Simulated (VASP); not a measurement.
Wanted: the native input for a VASP 6.6.1 run.

```yaml
Task: single point
Functional: PBE
Potentials_or_basis: VASP PAW PBE potentials, release 64 (Mg, Te)
Cutoff: 520 eV
k_mesh: 10 × 10 × 10
Occupations: gaussian, width 0.1 eV
Spin: no spin polarisation
Dipole_correction: no
Further_INCAR_settings: ALGO = Normal; EDIFF = 1e-06; NBANDS = 21
```

The structure of MgTe4 lies in POSCAR:

```
MgTe4
1.0
   -4.3271381672      4.3271381672      2.5078769955
    4.3271381672     -4.3271381672      2.5078769955
    4.3271381672      4.3271381672     -2.5078769955
Mg Te
1 4
Direct
    0.0000000000      0.0000000000      0.0000000000
    0.7116079022      0.1752140012      0.8868219035
    0.8247859988      0.7116079022      0.5363939010
    0.2883920978      0.8247859988      0.1131780965
    0.1752140012      0.2883920978      0.4636060990
```

The cell was built from a structure type or drawn by symmetry, and may not be a known phase.

One way to write it, as run:

INCAR

```
SYSTEM = MgTe4
PREC = Accurate ; ENCUT = 520
EDIFF = 1E-6 ; ISMEAR = 0
SIGMA = 0.1 ; LREAL = .False.
LASPH = .True. ; NELM = 60
ALGO = Normal ; ISIF = 2
LWAVE = .False. ; LCHARG = .True.
GGA = PE ; LELF = .True.
LVHAR = .True. ; NBANDS = 21
```

KPOINTS

```
Automatic mesh
0
Gamma
  10 10 10
  0 0 0
```

Potentials or basis: VASP PAW PBE potentials, release 64 (Mg, Te).

Command:

```sh
$ cat potpaw_PBE.64/Mg/POTCAR potpaw_PBE.64/Te/POTCAR > POTCAR
$ mpirun -np 1 vasp_std > vasp.out
```

Results of the run:

* Pressure: 0.0 GPa
* Largest force: 0.008 eV/Å
* Band gap on the k mesh: zero (bands 13 and 14 overlap by 2.09 eV)

Caveat: spin-orbit coupling is left out, which moves the levels of the heavy elements.

Wall time 5 min on 1 thread of Intel(R) Xeon(R) 6975P-C (Granite Rapids), with other jobs on the host, peak memory 0.69 GiB.
